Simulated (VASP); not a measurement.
Here is a VASP 6.6.1 calculation.

File INCAR:

```
SYSTEM = CdTe
  ALGO = Normal
  EDIFF = 1E-6
  ENCUT = 500
  GGA = RE
  GGA_COMPAT = .False.
  ISIF = 2
  ISMEAR = 0
  IVDW = 13
  LASPH = .True.
  LCHARG = .False.
  LREAL = .False.
  LWAVE = .False.
  NBANDS = 16
  NELM = 120
  PREC = Accurate
  SIGMA = 0.05
```

File KPOINTS:

```
k-points
0
Gamma
  6 6 6
  0 0 0
```

Contents of POSCAR:

```
CdTe
1.0
    0.0000000000      3.0066924614      3.0066924614
    3.0066924614      0.0000000000      3.0066924614
    3.0066924614      3.0066924614      0.0000000000
Cd Te
1 1
Direct
    0.5000000000      0.5000000000      0.5000000000
    0.0000000000      0.0000000000      0.0000000000
```

Potentials or basis: VASP PAW PBE potentials, release 64 (Cd, Te).

Run with:

```sh
$ cat potpaw_PBE.64/Cd/POTCAR potpaw_PBE.64/Te/POTCAR > POTCAR
$ mpirun -np 1 vasp_std > vasp.out
```

Q: What does it give for the dispersion energy per atom?

A: -0.746 eV.

Q: Predict the band gap on the k mesh.

A: Zero (band 9 reaches 4.58 eV, above the bottom of band 10 at 3.23 eV).

Caveat: spin-orbit coupling is left out, which moves the levels of the heavy elements.
